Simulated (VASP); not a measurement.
# MnO (Cmc2_1) in VASP: single point with PBEsol

Aim: the single point of MnO with PBEsol.

All numbers are computed with VASP 6.6.1; they aren't measurements. Logs are shortened: lines on timing, memory, paths and dates and some standing lists are left out, and cuts for length are marked.

## Step 1: The cell of the first run

Symmetry: Cmc2_1, No. 36, orthorhombic system. The conventional cell has a = 3.536 Å, b = 5.981 Å, c = 5.581 Å, α = 90.00°, β = 90.00°, γ = 90.00°. Mn (site symmetry m) has 4 O at 2.12 to 2.13 Å within 2.8 Å. O (site symmetry m) has 4 Mn at 2.12 to 2.13 Å within 2.8 Å.

## Step 2: Single point, PBEsol, collinear spin, ferromagnetic start (volume scaled by 1.06)

The input, INCAR:

```
SYSTEM = MnO
PREC     = Accurate       ! precision mode
ENCUT    = 520            ! plane-wave cutoff, eV
EDIFF    = 1E-7           ! SCF threshold, eV
ISMEAR   = -1             ! smearing method
SIGMA    = 0.05           ! smearing width, eV
LREAL    = .FALSE.        ! projectors in reciprocal space
LASPH    = .TRUE.         ! aspherical terms in the spheres
NELM     = 150            ! most SCF steps
ALGO     = Normal         ! electronic algorithm
ISIF     = 2              ! what is computed and relaxed
LWAVE    = .FALSE.        ! write WAVECAR
LCHARG   = .FALSE.        ! write CHGCAR
ISPIN    = 2              ! spin polarisation
MAGMOM   = 4 4 0 0        ! initial moments
LORBIT   = 11             ! projections on sites
LMAXMIX  = 4              ! l up to which the mixer works
GGA      = PS             ! functional
NBANDS   = 31             ! bands
```

The input, KPOINTS:

```
Automatic mesh
0
G
  9 9 5
  0 0 0
```

The input, POSCAR:

```
MnO
1.0
    1.7679810536     -2.9906727541      0.0000000000
    1.7679810536      2.9906727541      0.0000000000
    0.0000000000      0.0000000000      5.5805037889
Mn O
2 2
Direct
    0.8250481200      0.1749518800      0.9976535200
    0.1749518800      0.8250481200      0.4976535200
    0.8376626400      0.1623373600      0.6159161550
    0.1623373600      0.8376626400      0.1159161550
```

Potentials or basis: VASP PAW PBE potentials, release 64 (Mn_pv, O).

Started as:

```console
cat potpaw_PBE.64/Mn_pv/POTCAR potpaw_PBE.64/O/POTCAR > POTCAR
mpirun -np 1 vasp_std > vasp.out
```

OUTCAR:

```text
SYSTEM = MnO
   PREC = Accurate
   ENCUT = 520
   EDIFF = 1E-7
   ISMEAR = -1
   LREAL = .FALSE.
   LASPH = .TRUE.
   NELM = 150
   ISIF = 2
   ISPIN = 2
   LORBIT = 11
   GGA = PS

 ion  position               nearest neighbor table
   1  0.825  0.175  0.998-   4 2.12   4 2.12   4 2.12   3 2.13
   2  0.175  0.825  0.498-   3 2.12   3 2.12   3 2.12   4 2.13
   3  0.838  0.162  0.616-   2 2.12   2 2.12   2 2.12   1 2.13
   4  0.162  0.838  0.116-   1 2.12   1 2.12   1 2.12   2 2.13

  LATTYP: Found a base centered orthorhombic cell.
 ALAT       =     3.5359621072
 B/A-ratio  =     1.6915751150
 C/A-ratio  =     1.5782136855

  Lattice vectors:

 A1 = (   1.7679810536,  -2.9906727541,   0.0000000000)
 A2 = (   1.7679810536,   2.9906727541,   0.0000000000)
 A3 = (   0.0000000000,   0.0000000000,   5.5805037889)

Analysis of symmetry for initial positions (statically):
=====================================================================
 Subroutine PRICEL returns:
 Original cell was already a primitive cell.

 Routine SETGRP: Setting up the symmetry group for a
 base centered orthorhombic supercell.

 Subroutine GETGRP returns: Found  4 space group operations
 (whereof  2 operations were pure point group operations)
 out of a pool of  8 trial point group operations.

The static configuration has the point symmetry C_1h.
 The point group associated with its full space group is C_2v.

Analysis of symmetry for dynamics (positions and initial velocities):
=====================================================================
 Subroutine PRICEL returns:
 Original cell was already a primitive cell.

 Routine SETGRP: Setting up the symmetry group for a
 base centered orthorhombic supercell.

 Subroutine GETGRP returns: Found  4 space group operations
 (whereof  2 operations were pure point group operations)
 out of a pool of  8 trial point group operations.

The dynamic configuration has the point symmetry C_1h.
 The point group associated with its full space group is C_2v.

Analysis of structural, dynamic, and magnetic symmetry:
=====================================================================
 Subroutine PRICEL returns:
 Original cell was already a primitive cell.

 Routine SETGRP: Setting up the symmetry group for a
 base centered orthorhombic supercell.

 Subroutine GETGRP returns: Found  4 space group operations
 (whereof  2 operations were pure point group operations)
 out of a pool of  8 trial point group operations.

The overall configuration has the point symmetry C_1h.
 The point group associated with its full space group is C_2v.

 Subroutine INISYM returns: Found  4 space group operations
 (whereof  2 operations are pure point group operations),
 and found     1 'primitive' translations
[... 130 lines left out ...]
 spin polarized calculation
  energy-cutoff  :      520.00
  volume of cell :       59.01
 maximum number of plane-waves:      1610
 NGX is ok and might be reduce to    28
   NGX = 13   NGY = 13   NGZ = 21

 number of electron      38.0000008 magnetization      10.0007046

 number of electron      38.0000008 magnetization       9.9971547

 Free energy of the ion-electron system (eV)
  ---------------------------------------------------
  ext. energy  EPLUGINS =         0.00000000
  ---------------------------------------------------
  free energy    TOTEN  =       -34.11150392 eV

  energy without entropy =      -34.10897787  energy(sigma->0) =      -34.11024090

 E-fermi :   4.4444     XC(G=0): -10.2804

 val. band max:        4.4289775530   @ k =   0.0000   0.0000   0.0000
 cond. band min:       4.4657118544   @ k =   0.0000   0.0000   0.0000
 fundamental gap:      0.0367343014
 Fermi energy:         4.4444386558

 spin component 1

 k-point     1 :       0.0000    0.0000    0.0000
  band No.  band energies     occupation
      1     -45.8131      1.00000
      2     -45.7967      1.00000
      3     -45.7903      1.00000
      4     -45.7882      1.00000
      5     -45.7838      1.00000
      6     -45.7796      1.00000
[... 805 lines left out ...]
     30      13.6979      0.00000
     31      14.5990      0.00000

 [... further k-points ...]

 spin component 2

 k-point     1 :       0.0000    0.0000    0.0000
  band No.  band energies     occupation
      1     -41.0983      1.00000
      2     -41.0764      1.00000
      3     -41.0698      1.00000
      4     -41.0666      1.00000
      5     -41.0634      1.00000
      6     -41.0580      1.00000
[... 805 lines left out ...]
     30      14.7785      0.00000
     31      16.3184      0.00000

 [... further k-points ...]

------------------------ aborting loop because EDIFF is reached ----------------------------------------

  FORCE on cell =-STRESS in cart. coord.  units (eV):
  Direction    XX          YY          ZZ          XY          YZ          ZX
  --------------------------------------------------------------------------------------
  -------------------------------------------------------------------------------------
  Total       -4.1377526     -3.6797674     -3.9067005      0.0000000      0.0000000      0.0000000
  in kB     -112.3376155    -99.9035781   -106.0646815      0.0000000      0.0000000      0.0000000
  external PRESSURE =    -106.1019584 kB  Pullay stress =       0.0000000 kB

 VOLUME and BASIS-vectors are now :
 -----------------------------------------------------------------------------
  energy-cutoff  :      520.00
  volume of cell :       59.01
      direct lattice vectors                 reciprocal lattice vectors
     1.767981054 -2.990672754  0.000000000     0.282808461 -0.167186463  0.000000000
     1.767981054  2.990672754  0.000000000     0.282808461  0.167186463  0.000000000
     0.000000000  0.000000000  5.580503789     0.000000000  0.000000000  0.179195291

 POSITION                                       TOTAL-FORCE (eV/Angst)
 -----------------------------------------------------------------------------------
      1.76798     -1.94423      5.56741         0.000000     -0.062919      0.014711
      1.76798      1.94423      2.77716         0.000000      0.062919      0.014711
      1.76798     -2.01968      3.43712         0.000000      0.040320     -0.014711
      1.76798      2.01968      0.64687         0.000000     -0.040320     -0.014711
 -----------------------------------------------------------------------------------
    total drift:                                0.000001      0.000000      0.000941

  FREE ENERGIE OF THE ION-ELECTRON SYSTEM (eV)
  ---------------------------------------------------
  free  energy   TOTEN  =       -34.1115039204 eV

  energy  without entropy=      -34.1089778715  energy(sigma->0) =      -34.11024090

 total charge

# of ion       s       p       d       tot
------------------------------------------
    1        0.221   6.187   4.909  11.317
    2        0.221   6.187   4.909  11.317
    3        1.549   3.390   0.000   4.940
    4        1.549   3.390   0.000   4.940
--------------------------------------------------
tot          3.540  19.155   9.818  32.513

 magnetization (x)

# of ion       s       p       d       tot
------------------------------------------
    1        0.038   0.051   4.355   4.444
    2        0.038   0.051   4.355   4.444
    3        0.018   0.151   0.000   0.169
    4        0.018   0.151   0.000   0.169
--------------------------------------------------
tot          0.110   0.405   8.710   9.226
```

OSZICAR:

```text
N       E                     dE             d eps       ncg     rms          rms(c)
DAV:   1     0.439709750699E+03    0.43971E+03   -0.21012E+04  9300   0.140E+03
DAV:   2    -0.211633015882E+01   -0.44183E+03   -0.41226E+03  9672   0.425E+02
DAV:   3    -0.387444972803E+02   -0.36628E+02   -0.35793E+02 10644   0.130E+02
DAV:   4    -0.393371004233E+02   -0.59260E+00   -0.59213E+00  9748   0.178E+01
DAV:   5    -0.393433806851E+02   -0.62803E-02   -0.62801E-02 10819   0.193E+00    0.197E+01
DAV:   6    -0.351149883926E+02    0.42284E+01   -0.30628E+01 11199   0.500E+01    0.208E+01
DAV:   7    -0.341345029863E+02    0.98049E+00   -0.37899E+00  9407   0.257E+01    0.115E+01
DAV:   8    -0.341459148733E+02   -0.11412E-01   -0.73110E-01 10084   0.477E+00    0.671E+00
DAV:   9    -0.341064042115E+02    0.39511E-01   -0.10275E-01  9741   0.301E+00    0.118E+00
DAV:  10    -0.341099836783E+02   -0.35795E-02   -0.15445E-02  9724   0.127E+00    0.380E-01
DAV:  11    -0.341111875573E+02   -0.12039E-02   -0.32667E-03 10196   0.443E-01    0.170E-01
DAV:  12    -0.341114188490E+02   -0.23129E-03   -0.14800E-04 10863   0.111E-01    0.651E-02
DAV:  13    -0.341114720691E+02   -0.53220E-04   -0.53877E-05 10446   0.551E-02    0.461E-02
DAV:  14    -0.341115010501E+02   -0.28981E-04   -0.26878E-05  9706   0.317E-02    0.199E-02
DAV:  15    -0.341115032039E+02   -0.21538E-05   -0.24879E-06 10567   0.130E-02    0.678E-03
DAV:  16    -0.341115037185E+02   -0.51462E-06   -0.87961E-07  9297   0.720E-03    0.219E-03
DAV:  17    -0.341115039319E+02   -0.21342E-06   -0.27650E-07  8796   0.284E-03    0.145E-03
DAV:  18    -0.341115039204E+02    0.11500E-07   -0.30161E-08  6381   0.106E-03
   1 F= -.34111504E+02 E0= -.34110241E+02  d E =-.252605E-02  mag=     9.9972
```

Run time: 3.9 min. Hardware: 1 thread of Intel Xeon Platinum 8375C at 2.90GHz (Ice Lake), shared host; peak memory 0.33 GiB.

Results:

```
Free energy                                           : -34.1115 eV
Pressure                                              : -10.6 GPa
Largest force                                         : 0.065 eV/Å
Band gap on the k mesh                                : zero (filled and empty bands overlap)
Net moment                                            : 10.00 μB per cell
Site moments                                          : Mn +4.44; O +0.17 μB
Valence electrons inside the program's atomic spheres : Mn 11.32; O 4.94
```

Forces in eV/Å, atoms in the order of the input:
```
Mn   0.000 -0.063  0.015
Mn   0.000  0.063  0.015
O    0.000  0.040 -0.015
O    0.000 -0.040 -0.015
```

Caveat: the PAW data sets were made with another functional, which shifts forces and pressure a little; semilocal functionals often make such compounds metallic where correlation or magnetic order opens a gap, which also shifts bond lengths; only a ferromagnetic start was run, and an antiferromagnetic order may lie lower in energy.
